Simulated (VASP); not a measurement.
Set up this calculation in VASP 6.6.1, as the native input.

```
Task                   : single point
Functional             : BLYP
Potentials or basis    : VASP PAW PBE potentials, release 64 (Re)
Cutoff                 : 520 eV
k mesh                 : 15 × 15 × 15
Occupations            : fermi-dirac, width 0.1 eV
Spin                   : no spin polarisation
Dipole correction      : no
Further INCAR settings : ALGO = Normal; EDIFF = 1e-07; NBANDS = 10
```

The structure of Re lies in POSCAR:

```
Re
1.0
    0.0000000000      1.9283254816      1.9283254816
    1.9283254816      0.0000000000      1.9283254816
    1.9283254816      1.9283254816      0.0000000000
Re
1
Direct
    0.0000000000      0.0000000000      0.0000000000
```

This isn't the form of Re at room conditions, which is hcp.

One way to write it, as run:

INCAR

```
SYSTEM = Re
AGGAC = 1.0 ; AGGAX = 1.0
ALDAC = 0.0 ; ALDAX = 1.0
ALGO = Normal ; EDIFF = 1E-7
ENCUT = 520 ; GGA = B5
ISIF = 2 ; ISMEAR = -1
LASPH = .True. ; LCHARG = .False.
LREAL = .False. ; LWAVE = .False.
NBANDS = 10 ; NELM = 100
PREC = Accurate ; SIGMA = 0.1
```

KPOINTS

```
k-points
0
Gamma
  15 15 15
  0 0 0
```

Potentials or basis: VASP PAW PBE potentials, release 64 (Re).

Command:

```console
$ cat potpaw_PBE.64/Re/POTCAR > POTCAR
$ mpirun -np 1 vasp_std > vasp.out
```

It gave:

| Quantity | Value |
| --- | --- |
| Pressure | 35.4 GPa |
| Band gap on the k mesh | zero (an odd number of electrons rules out a gap without spin polarisation) |

Caveat: the cell stands under pressure; the PAW data sets were made with another functional, which shifts forces and pressure a little; spin-orbit coupling is left out, which moves the levels of the heavy elements.

Wall time 31 s on 1 thread of Intel Xeon 8259CL, with other jobs on the host, peak memory 0.14 GiB.
